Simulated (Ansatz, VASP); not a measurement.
## One calculation of TiC, two programs

```
Ti C
1.0
     0.00000    2.13041    2.13041
     2.13041    0.00000    2.13041
     2.13041    2.13041    0.00000
Ti C
1 1
Direct
  0.00000 0.00000 0.00000
  0.50000 0.50000 0.50000
```

Alike in both runs: functional LDA; k mesh 16 × 16 × 16; occupations gaussian, width 0.1 eV; no spin polarisation.

Ansatz relaxed the structure, and its values are those at the end. VASP's run is a single point on that final structure, the one shown.

|  | VASP | Ansatz |
| --- | --- | --- |
| version | VASP 6.6.1 | Ansatz 0.2.0 |
| potentials or method | VASP PAW LDA potentials, release 64 (Ti_sv, C), cutoff 520 eV | scalar-relativistic, plane waves, PAW |
| valence electrons in the cell | 16 | 16 |

|  | VASP | Ansatz | Ansatz less VASP |
| --- | --- | --- | --- |
| gap on the k mesh at the Fermi level (eV) | none | none | - |
| pressure (GPa) | 0.7 | 0.0 | -0.71 |

LDA's correlation is that of Perdew and Zunger in VASP and of Perdew and Wang (1992) in Ansatz. A gap of «none» marks a metal or a gap that the smearing closes.
